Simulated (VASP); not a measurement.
# ZnO (P6_3mc) in VASP: notebook

ZnO is run at these levels: PBEsol; tasks: single point.

Everything below comes from runs of VASP 6.6.1. Logs are shortened: lines on timing, memory, paths and dates and some standing lists are left out, and cuts for length are marked.

### 1 The cell of the first run

Symmetry: P6_3mc, No. 186, hexagonal system. The conventional cell has a = 3.165 Å, b = 3.165 Å, c = 5.317 Å, α = 90.00°, β = 90.00°, γ = 120.00°. Within 2.6 Å of Zn (site symmetry 3m) lie 4 O at 1.96 Å. O (site symmetry 3m) has 4 Zn at 1.96 Å within 2.6 Å.

### 2 Single point, PBEsol (in-plane strain -0.02, then relaxed in part)

The input, INCAR:

```
SYSTEM = ZnO
ALGO = Normal ; EDIFF = 1E-6
ENCUT = 520 ; GGA = PS
ISIF = 2 ; ISMEAR = 0
LASPH = .True. ; LCHARG = .False.
LREAL = .False. ; LWAVE = .False.
NBANDS = 26 ; NELM = 80
PREC = Accurate ; SIGMA = 0.01
```

The input, KPOINTS:

```
k-points
0
Gamma
  8 8 4
  0 0 0
```

The input, POSCAR:

```
ZnO
1.0
    3.1654088501      0.0000000000      0.0000000000
   -1.5827044251      2.7413244776      0.0000000000
    0.0000000000      0.0000000000      5.3172214606
Zn O
2 2
Direct
    0.3333333333      0.6666666667      0.5051921750
    0.6666666667      0.3333333333      0.0051921750
    0.6666666667      0.3333333333      0.3738178250
    0.3333333333      0.6666666667      0.8738178250
```

Potentials or basis: VASP PAW PBE potentials, release 64 (Zn, O).

Run with:

```console
$ cat potpaw_PBE.64/Zn/POTCAR potpaw_PBE.64/O/POTCAR > POTCAR
$ mpirun -np 1 vasp_std > vasp.out
```

OUTCAR:

```text
SYSTEM = ZnO
   EDIFF = 1E-6
   ENCUT = 520
   GGA = PS
   ISIF = 2
   ISMEAR = 0
   LASPH = .True.
   LREAL = .False.
   NELM = 80
   PREC = Accurate

 ion  position               nearest neighbor table
   1  0.333  0.667  0.505-   3 1.96   3 1.96   3 1.96   4 1.96
   2  0.667  0.333  0.005-   4 1.96   4 1.96   4 1.96   3 1.96
   3  0.667  0.333  0.374-   1 1.96   1 1.96   1 1.96   2 1.96
   4  0.333  0.667  0.874-   2 1.96   2 1.96   2 1.96   1 1.96

  LATTYP: Found a hexagonal cell.
 ALAT       =     3.1654088501
 C/A-ratio  =     1.6797897878

  Lattice vectors:

 A1 = (   3.1654088501,   0.0000000000,   0.0000000000)
 A2 = (  -1.5827044251,   2.7413244776,   0.0000000000)
 A3 = (   0.0000000000,   0.0000000000,   5.3172214606)

Analysis of symmetry for initial positions (statically):
=====================================================================
 Subroutine PRICEL returns:
 Original cell was already a primitive cell.

 Routine SETGRP: Setting up the symmetry group for a
 hexagonal supercell.

 Subroutine GETGRP returns: Found 12 space group operations
 (whereof  6 operations were pure point group operations)
 out of a pool of 24 trial point group operations.

The static configuration has the point symmetry C_3v.
 The point group associated with its full space group is C_6v.

Analysis of symmetry for dynamics (positions and initial velocities):
=====================================================================
 Subroutine PRICEL returns:
 Original cell was already a primitive cell.

 Routine SETGRP: Setting up the symmetry group for a
 hexagonal supercell.

 Subroutine GETGRP returns: Found 12 space group operations
 (whereof  6 operations were pure point group operations)
 out of a pool of 24 trial point group operations.

The dynamic configuration has the point symmetry C_3v.
 The point group associated with its full space group is C_6v.

 Subroutine INISYM returns: Found 12 space group operations
 (whereof  6 operations are pure point group operations),
 and found     1 'primitive' translations

----------------------------------------------------------------------------------------

                                     Primitive cell

  volume of cell :      46.1397

  direct lattice vectors                    reciprocal lattice vectors
     3.165408850  0.000000000  0.000000000     0.315914957  0.182393585  0.000000000
    -1.582704425  2.741324478  0.000000000     0.000000000  0.364787171  0.000000000
     0.000000000  0.000000000  5.317221461     0.000000000  0.000000000  0.188068149

  length of vectors
     3.165408850  3.165408850  5.317221461     0.364787171  0.364787171  0.188068149

  position of ions in fractional coordinates (direct lattice)
     0.333333333  0.666666667  0.505192175
     0.666666667  0.333333333  0.005192175
     0.666666667  0.333333333  0.373817825
     0.333333333  0.666666667  0.873817825

  ion indices of the primitive-cell ions
   primitive index   ion index
                 1           1
                 2           2
                 3           3
                 4           4

----------------------------------------------------------------------------------------

 KPOINTS: k-points

Automatic generation of k-mesh.
 Grid dimensions read from file:
 generate k-points for:    8    8    4

 Generating k-lattice:

  Cartesian coordinates                     Fractional coordinates (reciprocal lattice)
     0.039489370  0.022799198  0.000000000     0.125000000 -0.000000000  0.000000000
     0.000000000  0.045598396  0.000000000     0.000000000  0.125000000  0.000000000
     0.000000000  0.000000000  0.047017037     0.000000000  0.000000000  0.250000000

  Length of vectors
     0.045598396  0.045598396  0.047017037

  Shift w.r.t. Gamma in fractional coordinates (k-lattice)
     0.000000000  0.000000000  0.000000000

 Subroutine IBZKPT returns following result:
 ===========================================

 Found     30 irreducible k-points:

 Following reciprocal coordinates:
            Coordinates               Weight
  0.000000  0.000000  0.000000      1.000000
  0.125000  0.000000  0.000000      6.000000
  0.250000  0.000000  0.000000      6.000000
  0.375000  0.000000  0.000000      6.000000
  0.500000  0.000000  0.000000      3.000000
  0.125000  0.125000  0.000000      6.000000
[... 16 lines left out ...]
  0.250000  0.000000  0.500000      6.000000
  0.375000  0.000000  0.500000      6.000000
 [... further k-points ...]
   k-points           NKPTS =     30   k-points in BZ     NKDIM =     30   number of bands    NBANDS=     26
   number of dos      NEDOS =    301   number of ions     NIONS =      4
   total plane-waves  NPLWV =  23040
   dimension x,y,z NGX =    24 NGY =   24 NGZ =   40
   dimension x,y,z NGXF=    48 NGYF=   48 NGZF=   80
   ions per type =               2   2
   NGX,Y,Z   is equivalent  to a cutoff of  12.60, 12.60, 12.51 a.u.
   NGXF,Y,Z  is equivalent  to a cutoff of  25.21, 25.21, 25.01 a.u.
 SYSTEM =  ZnO
   PREC   = accura    normal or accurate (medium, high low for compatibility)
   ISTART =      0    job   : 0-new  1-cont  2-samecut
   ICHARG =      2    charge: 1-file 2-atom 10-const
   ISPIN  =      1    spin polarized calculation?
   LNONCOLLINEAR =      F non collinear calculations
   LSORBIT =      F    spin-orbit coupling
   LASPH  =      T    aspherical Exc in radial PAW
   ENCUT  =  520.0 eV  38.22 Ry    6.18 a.u.   5.89  5.89  9.89*2*pi/ulx,y,z
   NELM   =     80;   NELMIN=  2; NELMDL= -5     # of ELM steps
   EDIFF  = 0.1E-05   stopping-criterion for ELM
   LREAL  =      F    real-space projection
   EDIFFG = 0.1E-04   stopping-criterion for IOM
   NSW    =      0    number of steps for IOM
   IBRION =     -1    ionic relax: 0-MD 1-quasi-New 2-CG
   NFREE  =      0    steps in history (QN), initial steepest desc. (CG)
   ISIF   =      2    stress and relaxation
   ISYM   =      2    0-nonsym 1-usesym 2-fastsym
   POTIM  = 0.5000    time-step for ionic-motion
   TEBEG  =    0.0;   TEEND  =   0.0 temperature during run
   PSTRESS=    0.0 pullay stress
   NELECT =      36.0000    total number of electrons
   NUPDOWN=      -1.0000    fix difference up-down
   EMIN   =  10.00;   EMAX   =-10.00  energy-range for DOS
   EFERMI =   0.00;   METHOD = LEGACY
   ISMEAR =     0;   SIGMA  =   0.01  broadening in eV -4-tet -1-fermi 0-gaus
   EFERMI_NEDOS =   21; number of points for ismear=-14 and -15
   IALGO  =     38    algorithm
   IMIX   =      4    mixing-type and parameters
     AMIX     =   0.40;   BMIX     =  1.00
     AMIX_MAG =   1.60;   BMIX_MAG =  1.00
  volume/ion in A,a.u.               =      11.53        77.84
  Fermi-wavevector in a.u.,A,eV,Ry     =   1.507130  2.848062 30.904821  2.271440
  Thomas-Fermi vector in A             =   2.617756
   LORBIT       =      0    0 simple, 1 ext, 2 COOP (PROOUT), +10 PAW based schemes
   GGA     = PS    functional components
   LHFCALC =     F    Hartree Fock is set to
   AEXX    =    0.0000 exact exchange contribution
   IVDW    =     0    specifies the selected vdW correction
   LEPSILON=     F    determine dielectric tensor
   LRPA    =     F    only Hartree local field effects (RPA)
 non-spin polarized calculation
 Gauss-broadening in eV      SIGMA  =   0.01
  energy-cutoff  :      520.00
  volume of cell :       46.14
 maximum number of plane-waves:      1258
 NGX is ok and might be reduce to    24
   NGX = 11   NGY = 11   NGZ = 19

 number of electron      35.9999942 magnetization

 Free energy of the ion-electron system (eV)
  ---------------------------------------------------
  ext. energy  EPLUGINS =         0.00000000
  ---------------------------------------------------
  free energy    TOTEN  =       -19.37718097 eV

  energy without entropy =      -19.37718097  energy(sigma->0) =      -19.37718097

 E-fermi :   1.4030     XC(G=0): -11.3593

 val. band max:        1.3609061771   @ k =   0.0000   0.0000   0.0000
 cond. band min:       2.0192982048   @ k =   0.0000   0.0000   0.0000
 fundamental gap:      0.6583920277
 Fermi energy:         1.4029625830

 k-point     1 :       0.0000    0.0000    0.0000
  band No.  band energies     occupation
      1     -16.9576      2.00000
      2     -16.2223      2.00000
      3      -4.7967      2.00000
      4      -4.6139      2.00000
      5      -4.4998      2.00000
      6      -4.4998      2.00000
[... 18 lines left out ...]
     25      15.9383      0.00000
     26      15.9383      0.00000

 k-point     2 :       0.1250    0.0000    0.0000
  band No.  band energies     occupation
      1     -16.8615      2.00000
      2     -16.1747      2.00000
      3      -4.6824      2.00000
      4      -4.5699      2.00000
      5      -4.5520      2.00000
      6      -4.4548      2.00000
[... 18 lines left out ...]
     25      15.0989      0.00000
     26      16.0306      0.00000

 k-point     3 :       0.2500    0.0000    0.0000
  band No.  band energies     occupation
      1     -16.6139      2.00000
      2     -16.0656      2.00000
      3      -4.8491      2.00000
      4      -4.4980      2.00000
      5      -4.3628      2.00000
      6      -4.3170      2.00000
[... 18 lines left out ...]
     25      14.9386      0.00000
     26      15.7516      0.00000

 k-point     4 :       0.3750    0.0000    0.0000
  band No.  band energies     occupation
      1     -16.3297      2.00000
      2     -15.9774      2.00000
      3      -4.9289      2.00000
      4      -4.5749      2.00000
      5      -4.3024      2.00000
      6      -4.0768      2.00000
[... 18 lines left out ...]
     25      14.6230      0.00000
     26      15.7927      0.00000

 k-point     5 :       0.5000    0.0000    0.0000
  band No.  band energies     occupation
      1     -16.1850      2.00000
      2     -15.9627      2.00000
      3      -4.8449      2.00000
      4      -4.6915      2.00000
      5      -4.2876      2.00000
      6      -4.0144      2.00000
[... 18 lines left out ...]
     25      14.4133      0.00000
     26      15.9070      0.00000

 k-point     6 :       0.1250    0.1250    0.0000
  band No.  band energies     occupation
      1     -16.6894      2.00000
      2     -16.0964      2.00000
      3      -4.7287      2.00000
      4      -4.5634      2.00000
      5      -4.4675      2.00000
      6      -4.2981      2.00000
[... 427 lines left out ...]
 k-point    21 :       0.0000    0.0000    0.5000
  band No.  band energies     occupation
      1     -16.6024      2.00000
      2     -16.6024      2.00000
      3      -4.8970      2.00000
      4      -4.8970      2.00000
      5      -4.4085      2.00000
      6      -4.4085      2.00000
[... 18 lines left out ...]
     25      14.9880      0.00000
     26      14.9880      0.00000

 k-point    22 :       0.1250    0.0000    0.5000
  band No.  band energies     occupation
      1     -16.5278      2.00000
      2     -16.5278      2.00000
      3      -4.9064      2.00000
      4      -4.9064      2.00000
      5      -4.3942      2.00000
      6      -4.3942      2.00000
[... 18 lines left out ...]
     25      15.0748      0.00000
     26      15.0748      0.00000

 k-point    23 :       0.2500    0.0000    0.5000
  band No.  band energies     occupation
      1     -16.3425      2.00000
      2     -16.3425      2.00000
      3      -4.9679      2.00000
      4      -4.9679      2.00000
      5      -4.2788      2.00000
      6      -4.2788      2.00000
[... 18 lines left out ...]
     25      15.1856      0.00000
     26      15.1856      0.00000

 k-point    24 :       0.3750    0.0000    0.5000
  band No.  band energies     occupation
      1     -16.1494      2.00000
      2     -16.1494      2.00000
      3      -5.0258      2.00000
      4      -5.0258      2.00000
      5      -4.0928      2.00000
      6      -4.0928      2.00000
[... 18 lines left out ...]
     25      15.1816      0.00000
     26      15.1816      0.00000

 [... further k-points ...]

------------------------ aborting loop because EDIFF is reached ----------------------------------------

  FORCE on cell =-STRESS in cart. coord.  units (eV):
  Direction    XX          YY          ZZ          XY          YZ          ZX
  --------------------------------------------------------------------------------------
  -------------------------------------------------------------------------------------
  Total        1.5656956      1.5656956      0.2869240     -0.0000000      0.0000000      0.0000000
  in kB       54.3679441     54.3679441      9.9632844     -0.0000000      0.0000000      0.0000000
  external PRESSURE =      39.5663909 kB  Pullay stress =       0.0000000 kB

 VOLUME and BASIS-vectors are now :
 -----------------------------------------------------------------------------
  energy-cutoff  :      520.00
  volume of cell :       46.14
      direct lattice vectors                 reciprocal lattice vectors
     3.165408850  0.000000000  0.000000000     0.315914957  0.182393585  0.000000000
    -1.582704425  2.741324478  0.000000000     0.000000000  0.364787171  0.000000000
     0.000000000  0.000000000  5.317221461     0.000000000  0.000000000  0.188068149

 POSITION                                       TOTAL-FORCE (eV/Angst)
 -----------------------------------------------------------------------------------
     -0.00000      1.82755      2.68622        -0.000000     -0.000000      0.009115
      1.58270      0.91377      0.02761         0.000000      0.000000      0.009115
      1.58270      0.91377      1.98767        -0.000000     -0.000000     -0.009115
     -0.00000      1.82755      4.64628         0.000000     -0.000000     -0.009115
 -----------------------------------------------------------------------------------
    total drift:                                0.000000      0.000001     -0.002153

  FREE ENERGIE OF THE ION-ELECTRON SYSTEM (eV)
  ---------------------------------------------------
  free  energy   TOTEN  =       -19.3771809652 eV

  energy  without entropy=      -19.3771809652  energy(sigma->0) =      -19.37718097
```

Wall time 27 s (1 thread of Intel Xeon Platinum 8259CL at 2.50GHz (Skylake/Cascade Lake), shared host); peak memory 0.17 GiB.

Results:

* Free energy: -19.3772 eV
* Pressure: 4.0 GPa
* Largest force: 0.009 eV/Å
* Band gap on the k mesh: 0.66 eV, direct

Forces on the atoms (eV/Å):
```
Zn   0.000  0.000  0.009
Zn   0.000  0.000  0.009
O    0.000  0.000 -0.009
O    0.000  0.000 -0.009
```

Stress tensor (GPa, compression positive):
```
5.44 0.00 0.00
0.00 5.44 0.00
0.00 0.00 1.00
```

Caveat: the cell differs from its parent crystal (in-plane strain -0.02, then relaxed in part); the PAW data sets were made with another functional, which shifts forces and pressure a little.

### 3 Single point, PBEsol (in-plane strain -0.02)

The input, INCAR:

```
PREC = Accurate
ENCUT = 520
EDIFF = 1E-6
ISMEAR = 0
SIGMA = 0.01
LREAL = F
LASPH = T
NELM = 80
ALGO = Normal
ISIF = 2
LWAVE = F
LCHARG = F
GGA = PS
NBANDS = 26
```

The input, KPOINTS:

```
regular mesh
0
Gamma
  8 8 4
```

The input, POSCAR:

```
ZnO
1.0
    3.1654088502      0.0000000000      0.0000000000
   -1.5827044251      2.7413244776      0.0000000000
    0.0000000000      0.0000000000      5.2769166716
Zn O
2 2
Direct
    0.3333333333      0.6666666667      0.5000406004
    0.6666666667      0.3333333333      0.0000406004
    0.6666666667      0.3333333333      0.3789693996
    0.3333333333      0.6666666667      0.8789693996
```

Potentials or basis: VASP PAW PBE potentials, release 64 (Zn, O).

Run with:

```console
$ cat potpaw_PBE.64/Zn/POTCAR potpaw_PBE.64/O/POTCAR > POTCAR
$ mpirun -np 1 vasp_std > vasp.out
```

Wall time 32 s (1 thread of Intel Xeon Platinum 8259CL at 2.50GHz (Skylake/Cascade Lake), shared host); peak memory 0.17 GiB.

It converged, with:

```yaml
Free_energy: -19.3567 eV
Pressure: 5.7 GPa
Largest_force: 0.319 eV/Å
Band_gap_on_the_k_mesh: 0.67 eV, direct
```

Forces on the atoms (eV/Å):
```
Zn   0.000  0.000  0.319
Zn   0.000  0.000  0.319
O    0.000  0.000 -0.319
O    0.000  0.000 -0.319
```

Stress tensor (GPa, compression positive):
```
8.42 0.00 0.00
0.00 8.42 0.00
0.00 0.00 0.26
```

Levels at points of the mesh, in eV from the valence-band top:
```
           k point  band 15  band 16  band 17  band 18  band 19  band 20  band 21  band 22
(0.00, 0.00, 0.00)    -0.77    -0.20     0.00     0.00     0.67     5.33     7.86    13.25
(0.50, 0.00, 0.00)    -2.99    -2.33    -1.44    -0.94     5.85     6.77     7.22     8.85
(0.00, 0.00, 0.50)    -0.38    -0.38    -0.38    -0.38     3.38     3.38     9.80     9.80
(0.50, 0.00, 0.50)    -1.60    -1.60    -1.60    -1.60     5.54     5.54     8.57     8.57
```

Caveat: the cell differs from its parent crystal (in-plane strain -0.02); the PAW data sets were made with another functional, which shifts forces and pressure a little.

### 4 Single point, PBEsol (film at in-plane strain -0.02)

The input, INCAR:

```
ALGO = Normal
EDIFF = 1E-6
ENCUT = 520
GGA = PS
ISIF = 2
ISMEAR = 0
LASPH = T
LCHARG = F
LREAL = F
LWAVE = F
NBANDS = 26
NELM = 60
PREC = Accurate
SIGMA = 0.01
```

The input, KPOINTS:

```
k-points
0
Gamma
  8 8 4
```

The input, POSCAR:

```
ZnO
1.0
    3.1654088502      0.0000000000      0.0000000000
   -1.5827044251      2.7413244776      0.0000000000
    0.0000000000      0.0000000000      5.3172214606
Zn O
2 2
Direct
    0.3333333333      0.6666666667      0.5051921750
    0.6666666667      0.3333333333      0.0051921750
    0.6666666667      0.3333333333      0.3738178250
    0.3333333333      0.6666666667      0.8738178250
```

Run with:

```console
$ cat potpaw_PBE.64/Zn/POTCAR potpaw_PBE.64/O/POTCAR > POTCAR
$ mpirun -np 1 vasp_std > vasp.out
```

Wall time 24 s (1 thread of Intel Xeon Platinum 8259CL at 2.50GHz (Skylake/Cascade Lake), shared host); peak memory 0.17 GiB.

It converged, with:

```
Free energy            : -19.3772 eV
Pressure               : 4.0 GPa
Largest force          : 0.009 eV/Å
Band gap on the k mesh : 0.66 eV, direct
```

Forces in eV/Å, atoms in the order of the input:
```
Zn   0.000  0.000  0.009
Zn   0.000  0.000  0.009
O    0.000  0.000 -0.009
O    0.000  0.000 -0.009
```

Stress tensor (GPa, compression positive):
```
5.44 0.00 0.00
0.00 5.44 0.00
0.00 0.00 1.00
```

Levels at points of the mesh, in eV from the valence-band top:
```csv
k point,band 15,band 16,band 17,band 18,band 19,band 20,band 21,band 22
"(0.00, 0.00, 0.00)",-0.83,-0.14,0.00,0.00,0.66,5.40,7.83,13.27
"(0.50, 0.00, 0.00)",-2.99,-2.30,-1.49,-0.81,5.82,6.77,7.12,8.85
"(0.00, 0.00, 0.50)",-0.41,-0.41,-0.41,-0.41,3.36,3.36,9.83,9.83
"(0.50, 0.00, 0.50)",-1.63,-1.63,-1.51,-1.51,5.51,5.51,8.52,8.52
```

Caveat: the cell differs from its parent crystal (film at in-plane strain -0.02); the PAW data sets were made with another functional, which shifts forces and pressure a little.
